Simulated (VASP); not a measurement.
# Al (Fm-3m) in VASP: notebook

The runs below take Al through single point, with PBE.

Everything below comes from runs of VASP 6.6.1. Logs are shortened: lines on timing, memory, paths and dates and some standing lists are left out, and cuts for length are marked.

## 1. The cell of the first run

Symmetry: Fm-3m, No. 225, cubic system. Conventional cell: a = 4.103 Å, b = 4.103 Å, c = 4.103 Å, α = 90.00°, β = 90.00°, γ = 90.00°. Within 3.8 Å of Al (site symmetry m-3m) lie 12 Al at 2.90 Å.

## 2. Single point, PBE

Input file INCAR:

```
  PREC = Accurate
  ENCUT = 500
  EDIFF = 1E-6
  ISMEAR = -1
  SIGMA = 0.1
  LREAL = F
  LASPH = T
  NELM = 120
  ALGO = Normal
  ISIF = 2
  LWAVE = F
  LCHARG = T
  GGA = PE
  LELF = T
  LVHAR = T
  NBANDS = 8
  GGA_COMPAT = F
```

Input file KPOINTS:

```
Automatic mesh
0
Gamma
  4 4 4
```

Input file POSCAR:

```
Al
1.0
    0.0000000000      2.0516477927      2.0516477927
    2.0516477927      0.0000000000      2.0516477927
    2.0516477927      2.0516477927      0.0000000000
Al
1
Direct
    0.0000000000      0.0000000000      0.0000000000
```

Potentials or basis: VASP PAW PBE potentials, release 64 (Al).

Run with:

```bash
$ cat potpaw_PBE.64/Al/POTCAR > POTCAR
$ mpirun -np 1 vasp_std > vasp.out
```

OUTCAR:

```text
PREC = Accurate
   ENCUT = 500
   EDIFF = 1E-6
   ISMEAR = -1
   LREAL = F
   LASPH = T
   NELM = 120
   ISIF = 2
   GGA = PE

 ion  position               nearest neighbor table
   1  0.000  0.000  0.000-

  LATTYP: Found a face centered cubic cell.
 ALAT       =     4.1032955854

  Lattice vectors:

 A1 = (   0.0000000000,   2.0516477927,   2.0516477927)
 A2 = (   2.0516477927,   0.0000000000,   2.0516477927)
 A3 = (   2.0516477927,   2.0516477927,   0.0000000000)

Analysis of symmetry for initial positions (statically):
=====================================================================
 Subroutine PRICEL returns:
 Original cell was already a primitive cell.

 Routine SETGRP: Setting up the symmetry group for a
 face centered cubic supercell.

 Subroutine GETGRP returns: Found 48 space group operations
 (whereof 48 operations were pure point group operations)
 out of a pool of 48 trial point group operations.

The static configuration has the point symmetry O_h .

Analysis of symmetry for dynamics (positions and initial velocities):
=====================================================================
 Subroutine PRICEL returns:
 Original cell was already a primitive cell.

 Routine SETGRP: Setting up the symmetry group for a
 face centered cubic supercell.

 Subroutine GETGRP returns: Found 48 space group operations
 (whereof 48 operations were pure point group operations)
 out of a pool of 48 trial point group operations.

The dynamic configuration has the point symmetry O_h .

 Subroutine INISYM returns: Found 48 space group operations
 (whereof 48 operations are pure point group operations),
 and found     1 'primitive' translations

----------------------------------------------------------------------------------------

                                     Primitive cell

  volume of cell :      17.2718

  direct lattice vectors                    reciprocal lattice vectors
     0.000000000  2.051647793  2.051647793    -0.243706547  0.243706547  0.243706547
     2.051647793  0.000000000  2.051647793     0.243706547 -0.243706547  0.243706547
     2.051647793  2.051647793  0.000000000     0.243706547  0.243706547 -0.243706547

  length of vectors
     2.901468134  2.901468134  2.901468134     0.422112122  0.422112122  0.422112122

  position of ions in fractional coordinates (direct lattice)
     0.000000000  0.000000000  0.000000000

  ion indices of the primitive-cell ions
   primitive index   ion index
                 1           1

----------------------------------------------------------------------------------------

 KPOINTS: Automatic mesh

Automatic generation of k-mesh.
 Grid dimensions read from file:
 generate k-points for:    4    4    4

 Generating k-lattice:

  Cartesian coordinates                     Fractional coordinates (reciprocal lattice)
    -0.060926637  0.060926637  0.060926637     0.250000000  0.000000000  0.000000000
     0.060926637 -0.060926637  0.060926637     0.000000000  0.250000000  0.000000000
     0.060926637  0.060926637 -0.060926637     0.000000000  0.000000000  0.250000000

  Length of vectors
     0.105528031  0.105528031  0.105528031

  Shift w.r.t. Gamma in fractional coordinates (k-lattice)
     0.000000000  0.000000000  0.000000000

 Subroutine IBZKPT returns following result:
 ===========================================

 Found      8 irreducible k-points:

 Following reciprocal coordinates:
            Coordinates               Weight
  0.000000  0.000000  0.000000      1.000000
  0.250000  0.000000  0.000000      8.000000
  0.500000  0.000000  0.000000      4.000000
  0.250000  0.250000  0.000000      6.000000
  0.500000  0.250000  0.000000     24.000000
 -0.250000  0.250000  0.000000     12.000000
  0.500000  0.500000  0.000000      3.000000
 -0.250000  0.500000  0.250000      6.000000
   k-points           NKPTS =      8   k-points in BZ     NKDIM =      8   number of bands    NBANDS=      8
   number of dos      NEDOS =    301   number of ions     NIONS =      1
   total plane-waves  NPLWV =  13824
   dimension x,y,z NGX =    24 NGY =   24 NGZ =   24
   dimension x,y,z NGXF=    48 NGYF=   48 NGZF=   48
   ions per type =               1
   NGX,Y,Z   is equivalent  to a cutoff of  13.75, 13.75, 13.75 a.u.
   NGXF,Y,Z  is equivalent  to a cutoff of  27.50, 27.50, 27.50 a.u.
 SYSTEM =  unknown system
   PREC   = accura    normal or accurate (medium, high low for compatibility)
   ISTART =      0    job   : 0-new  1-cont  2-samecut
   ICHARG =      2    charge: 1-file 2-atom 10-const
   ISPIN  =      1    spin polarized calculation?
   LNONCOLLINEAR =      F non collinear calculations
   LSORBIT =      F    spin-orbit coupling
   LASPH  =      T    aspherical Exc in radial PAW
   ENCUT  =  500.0 eV  36.75 Ry    6.06 a.u.   5.29  5.29  5.29*2*pi/ulx,y,z
   NELM   =    120;   NELMIN=  2; NELMDL= -5     # of ELM steps
   EDIFF  = 0.1E-05   stopping-criterion for ELM
   LREAL  =      F    real-space projection
   EDIFFG = 0.1E-04   stopping-criterion for IOM
   NSW    =      0    number of steps for IOM
   IBRION =     -1    ionic relax: 0-MD 1-quasi-New 2-CG
   NFREE  =      0    steps in history (QN), initial steepest desc. (CG)
   ISIF   =      2    stress and relaxation
   ISYM   =      2    0-nonsym 1-usesym 2-fastsym
   POTIM  = 0.5000    time-step for ionic-motion
   TEBEG  =    0.0;   TEEND  =   0.0 temperature during run
   PSTRESS=    0.0 pullay stress
   NELECT =       3.0000    total number of electrons
   NUPDOWN=      -1.0000    fix difference up-down
   EMIN   =  10.00;   EMAX   =-10.00  energy-range for DOS
   EFERMI =   0.00;   METHOD = LEGACY
   ISMEAR =    -1;   SIGMA  =   0.10  broadening in eV -4-tet -1-fermi 0-gaus
   EFERMI_NEDOS =   21; number of points for ismear=-14 and -15
   IALGO  =     38    algorithm
   IMIX   =      4    mixing-type and parameters
     AMIX     =   0.40;   BMIX     =  1.00
     AMIX_MAG =   1.60;   BMIX_MAG =  1.00
  volume/ion in A,a.u.               =      17.27       116.56
  Fermi-wavevector in a.u.,A,eV,Ry     =   0.913417  1.726108 11.351758  0.834331
  Thomas-Fermi vector in A             =   2.037926
   LORBIT       =      0    0 simple, 1 ext, 2 COOP (PROOUT), +10 PAW based schemes
   GGA     = PE    functional components
   LHFCALC =     F    Hartree Fock is set to
   AEXX    =    0.0000 exact exchange contribution
   IVDW    =     0    specifies the selected vdW correction
   LEPSILON=     F    determine dielectric tensor
   LRPA    =     F    only Hartree local field effects (RPA)
 non-spin polarized calculation
  energy-cutoff  :      500.00
  volume of cell :       17.27
 maximum number of plane-waves:       444
 NGX is ok and might be reduce to    24
   NGX = 11   NGY = 11   NGZ = 11

 number of electron       3.0000000 magnetization

 Free energy of the ion-electron system (eV)
  ---------------------------------------------------
  ext. energy  EPLUGINS =         0.00000000
  ---------------------------------------------------
  free energy    TOTEN  =        -3.48195852 eV

  energy without entropy =       -3.43695015  energy(sigma->0) =       -3.45945433

 E-fermi :   6.9679     XC(G=0): -10.0296

 val. band max:        6.8010857213   @ k =   0.5000   0.2500   0.0000
 cond. band min:       7.7802782016   @ k =  -0.2500   0.5000   0.2500
 fundamental gap:      0.9791924803
 Fermi energy:         6.9678646531

 k-point     1 :       0.0000    0.0000    0.0000
  band No.  band energies     occupation
      1      -3.2878      2.00000
      2      19.9042      0.00000
      3      19.9042      0.00000
      4      19.9042      0.00000
      5      21.0556      0.00000
      6      21.0556      0.00000
      7      21.0556      0.00000
      8      23.6791      0.00000

 k-point     2 :       0.2500    0.0000    0.0000
  band No.  band energies     occupation
      1      -1.6482      2.00000
      2      10.8814      0.00000
      3      18.1106      0.00000
      4      18.1106      0.00000
      5      21.4643      0.00000
      6      21.8622      0.00000
      7      21.8622      0.00000
      8      25.7708      0.00000

 k-point     3 :       0.5000    0.0000    0.0000
  band No.  band energies     occupation
      1       3.1217      2.00000
      2       3.2158      2.00000
      3      18.4671      0.00000
      4      18.4671      0.00000
      5      18.7857      0.00000
      6      18.7857      0.00000
      7      22.2369      0.00000
      8      22.3681      0.00000

 k-point     4 :       0.2500    0.2500    0.0000
  band No.  band energies     occupation
      1      -1.1056      2.00000
      2      14.8033      0.00000
      3      14.8033      0.00000
      4      14.9348      0.00000
      5      15.5657      0.00000
      6      18.0749      0.00000
      7      28.4594      0.00000
      8      28.7912      0.00000

 k-point     5 :       0.5000    0.2500    0.0000
  band No.  band energies     occupation
      1       2.6318      2.00000
      2       6.8011      1.68256
      3      11.0717      0.00000
      4      14.3395      0.00000
      5      16.0109      0.00000
      6      23.1295      0.00000
      7      25.6995      0.00000
      8      28.4661      0.00000

 k-point     6 :      -0.2500    0.2500    0.0000
  band No.  band energies     occupation
      1       1.0452      2.00000
      2       8.7770      0.00000
      3      10.1476      0.00000
      4      16.7085      0.00000
      5      18.6410      0.00000
      6      24.1281      0.00000
      7      24.6041      0.00000
      8      25.7136      0.00000

 k-point     7 :       0.5000    0.5000    0.0000
  band No.  band energies     occupation
      1       4.7221      2.00000
      2       5.9363      1.99993
      3      12.7836      0.00000
      4      12.9193      0.00000
      5      12.9193      0.00000
      6      16.1858      0.00000
      7      32.2566      0.00000
      8      33.7217      0.00000

 k-point     8 :      -0.2500    0.5000    0.2500
  band No.  band energies     occupation
      1       6.7474      1.80126
      2       6.7474      1.80126
      3       7.7803      0.00059
      4       8.3924      0.00000
      5      22.9554      0.00000
      6      22.9554      0.00000
      7      23.3215      0.00000
      8      25.3858      0.00000

------------------------ aborting loop because EDIFF is reached ----------------------------------------

  FORCE on cell =-STRESS in cart. coord.  units (eV):
  Direction    XX          YY          ZZ          XY          YZ          ZX
  --------------------------------------------------------------------------------------
  -------------------------------------------------------------------------------------
  Total       -0.2844433     -0.2844433     -0.2844433      0.0000000     -0.0000000      0.0000000
  in kB      -26.3856564    -26.3856564    -26.3856564      0.0000000     -0.0000000      0.0000000
  external PRESSURE =     -26.3856564 kB  Pullay stress =       0.0000000 kB

 VOLUME and BASIS-vectors are now :
 -----------------------------------------------------------------------------
  energy-cutoff  :      500.00
  volume of cell :       17.27
      direct lattice vectors                 reciprocal lattice vectors
     0.000000000  2.051647793  2.051647793    -0.243706547  0.243706547  0.243706547
     2.051647793  0.000000000  2.051647793     0.243706547 -0.243706547  0.243706547
     2.051647793  2.051647793  0.000000000     0.243706547  0.243706547 -0.243706547

 POSITION                                       TOTAL-FORCE (eV/Angst)
 -----------------------------------------------------------------------------------
      0.00000      0.00000      0.00000         0.000000     -0.000000      0.000000
 -----------------------------------------------------------------------------------
    total drift:                                0.000000     -0.000000     -0.000000

  FREE ENERGIE OF THE ION-ELECTRON SYSTEM (eV)
  ---------------------------------------------------
  free  energy   TOTEN  =        -3.4819585193 eV

  energy  without entropy=       -3.4369501504  energy(sigma->0) =       -3.45945433
```

It took 4 s on 1 thread of AMD EPYC 7R13, shared host; peak memory 0.1 GiB.

What came out:

```
Free energy : -3.4820 eV
Pressure    : -2.6 GPa
```

Levels at points of the mesh, in eV from the Fermi level:
```
           k point  band 1  band 2  band 3  band 4  band 5
(0.00, 0.00, 0.00)  -10.26   12.94   12.94   12.94   14.09
(0.50, 0.00, 0.00)   -3.85   -3.75   11.50   11.50   11.82
(0.50, 0.50, 0.00)   -2.25   -1.03    5.82    5.95    5.95
```

Caveat: the k points lie up to 0.66 Å⁻¹ apart.

## 3. Single point, PBE

This run uses another cell than the first one, of 17.94 Å³/atom, 1.038 times its volume.

INCAR is that of step 2.

KPOINTS is that of step 2.

Input file POSCAR:

```
Al
1.0
    0.0000000000      2.0776207752      2.0776207752
    2.0776207752      0.0000000000      2.0776207752
    2.0776207752      2.0776207752      0.0000000000
Al
1
Direct
    0.0000000000      0.0000000000      0.0000000000
```

Potentials or basis: VASP PAW PBE potentials, release 64 (Al).

Run with:

```bash
$ cat potpaw_PBE.64/Al/POTCAR > POTCAR
$ mpirun -np 1 vasp_std > vasp.out
```

OUTCAR:

```text
PREC = Accurate
   ENCUT = 500
   EDIFF = 1E-6
   ISMEAR = -1
   LREAL = F
   LASPH = T
   NELM = 120
   ISIF = 2
   GGA = PE

 ion  position               nearest neighbor table
   1  0.000  0.000  0.000-

  LATTYP: Found a face centered cubic cell.
 ALAT       =     4.1552415504

  Lattice vectors:

 A1 = (   0.0000000000,   2.0776207752,   2.0776207752)
 A2 = (   2.0776207752,   0.0000000000,   2.0776207752)
 A3 = (   2.0776207752,   2.0776207752,   0.0000000000)

Analysis of symmetry for initial positions (statically):
=====================================================================
 Subroutine PRICEL returns:
 Original cell was already a primitive cell.

 Routine SETGRP: Setting up the symmetry group for a
 face centered cubic supercell.

 Subroutine GETGRP returns: Found 48 space group operations
 (whereof 48 operations were pure point group operations)
 out of a pool of 48 trial point group operations.

The static configuration has the point symmetry O_h .

Analysis of symmetry for dynamics (positions and initial velocities):
=====================================================================
 Subroutine PRICEL returns:
 Original cell was already a primitive cell.

 Routine SETGRP: Setting up the symmetry group for a
 face centered cubic supercell.

 Subroutine GETGRP returns: Found 48 space group operations
 (whereof 48 operations were pure point group operations)
 out of a pool of 48 trial point group operations.

The dynamic configuration has the point symmetry O_h .

 Subroutine INISYM returns: Found 48 space group operations
 (whereof 48 operations are pure point group operations),
 and found     1 'primitive' translations

----------------------------------------------------------------------------------------

                                     Primitive cell

  volume of cell :      17.9361

  direct lattice vectors                    reciprocal lattice vectors
[... 89 lines left out ...]
  volume/ion in A,a.u.               =      17.94       121.04
  Fermi-wavevector in a.u.,A,eV,Ry     =   0.901998  1.704529 11.069709  0.813601
  Thomas-Fermi vector in A             =   2.025148
   LORBIT       =      0    0 simple, 1 ext, 2 COOP (PROOUT), +10 PAW based schemes
   GGA     = PE    functional components
   LHFCALC =     F    Hartree Fock is set to
   AEXX    =    0.0000 exact exchange contribution
   IVDW    =     0    specifies the selected vdW correction
   LEPSILON=     F    determine dielectric tensor
   LRPA    =     F    only Hartree local field effects (RPA)
 non-spin polarized calculation
  energy-cutoff  :      500.00
  volume of cell :       17.94
 maximum number of plane-waves:       465
 NGX is ok and might be reduce to    24
   NGX = 11   NGY = 11   NGZ = 11

 number of electron       3.0000000 magnetization

 Free energy of the ion-electron system (eV)
  ---------------------------------------------------
  ext. energy  EPLUGINS =         0.00000000
  ---------------------------------------------------
  free energy    TOTEN  =        -3.46583012 eV

  energy without entropy =       -3.42052968  energy(sigma->0) =       -3.44317990

 E-fermi :   6.6179     XC(G=0):  -9.8962

 val. band max:        6.4427698871   @ k =   0.5000   0.2500   0.0000
 cond. band min:       7.4683283052   @ k =  -0.2500   0.5000   0.2500
 fundamental gap:      1.0255584181
 Fermi energy:         6.6178788108

 k-point     1 :       0.0000    0.0000    0.0000
  band No.  band energies     occupation
      1      -3.4114      2.00000
      2      19.3263      0.00000
      3      19.3263      0.00000
      4      19.3263      0.00000
      5      20.2082      0.00000
      6      20.2082      0.00000
      7      20.2082      0.00000
      8      23.0392      0.00000
[... 67 lines left out ...]
 k-point     8 :      -0.2500    0.5000    0.2500
  band No.  band energies     occupation
      1       6.4195      1.75811
      2       6.4195      1.75811
      3       7.4683      0.00041
      4       7.8176      0.00001
      5      22.2540      0.00000
      6      22.2540      0.00000
      7      22.4803      0.00000
      8      24.5690      0.00000

------------------------ aborting loop because EDIFF is reached ----------------------------------------

  FORCE on cell =-STRESS in cart. coord.  units (eV):
  Direction    XX          YY          ZZ          XY          YZ          ZX
  --------------------------------------------------------------------------------------
  -------------------------------------------------------------------------------------
  Total       -0.5675999     -0.5675999     -0.5675999      0.0000000      0.0000000     -0.0000000
  in kB      -50.7018775    -50.7018775    -50.7018775      0.0000000      0.0000000     -0.0000000
  external PRESSURE =     -50.7018775 kB  Pullay stress =       0.0000000 kB

 VOLUME and BASIS-vectors are now :
 -----------------------------------------------------------------------------
  energy-cutoff  :      500.00
  volume of cell :       17.94
      direct lattice vectors                 reciprocal lattice vectors
     0.000000000  2.077620775  2.077620775    -0.240659896  0.240659896  0.240659896
     2.077620775  0.000000000  2.077620775     0.240659896 -0.240659896  0.240659896
     2.077620775  2.077620775  0.000000000     0.240659896  0.240659896 -0.240659896

 POSITION                                       TOTAL-FORCE (eV/Angst)
 -----------------------------------------------------------------------------------
      0.00000      0.00000      0.00000         0.000000     -0.000000     -0.000000
 -----------------------------------------------------------------------------------
    total drift:                               -0.000000      0.000000      0.000000

  FREE ENERGIE OF THE ION-ELECTRON SYSTEM (eV)
  ---------------------------------------------------
  free  energy   TOTEN  =        -3.4658301199 eV

  energy  without entropy=       -3.4205296799  energy(sigma->0) =       -3.44317990
```

It took 4.2 s on 1 thread of AMD EPYC 7R13, shared host; peak memory 0.1 GiB.

What came out:

- Free energy: -3.4658 eV
- Pressure: -5.1 GPa

Levels at points of the mesh, in eV from the Fermi level:
```csv
k point,band 1,band 2,band 3,band 4,band 5
"(0.00, 0.00, 0.00)",-10.03,12.71,12.71,12.71,13.59
"(0.50, 0.00, 0.00)",-3.73,-3.72,11.09,11.09,11.62
"(0.50, 0.50, 0.00)",-2.18,-1.06,5.76,5.76,5.78
```

Caveat: the k points lie up to 0.65 Å⁻¹ apart.

## 4. Single point, PBE

This run uses another cell than the first one, of 17.94 Å³/atom, 1.038 times its volume.

Input file INCAR:

```
SYSTEM = Al
ALGO = Normal
EDIFF = 1E-6
ENCUT = 500
GGA = PE
GGA_COMPAT = .False.
ISIF = 2
ISMEAR = -1
LASPH = .True.
LCHARG = .True.
LELF = .True.
LREAL = .False.
LVHAR = .True.
LWAVE = .False.
NBANDS = 8
NELM = 120
PREC = Accurate
SIGMA = 0.1
```

Input file KPOINTS:

```
k-points
0
Gamma
  4 4 4
  0 0 0
```

POSCAR is that of step 3.

Run with:

```bash
$ cat potpaw_PBE.64/Al/POTCAR > POTCAR
$ mpirun -np 1 vasp_std > vasp.out
```

Run time: 3.5 s. Hardware: 1 thread of AMD EPYC 7R13, shared host; peak memory 0.1 GiB.

The run converged. Its results:

```yaml
Free_energy: -3.4658 eV
Pressure: -5.1 GPa
```

Levels at points of the mesh, in eV from the Fermi level:
```csv
k point,band 1,band 2,band 3,band 4,band 5
"(0.00, 0.00, 0.00)",-10.03,12.71,12.71,12.71,13.59
"(0.50, 0.00, 0.00)",-3.73,-3.72,11.09,11.09,11.62
"(0.50, 0.50, 0.00)",-2.18,-1.06,5.76,5.76,5.78
```

Caveat: the k points lie up to 0.65 Å⁻¹ apart.
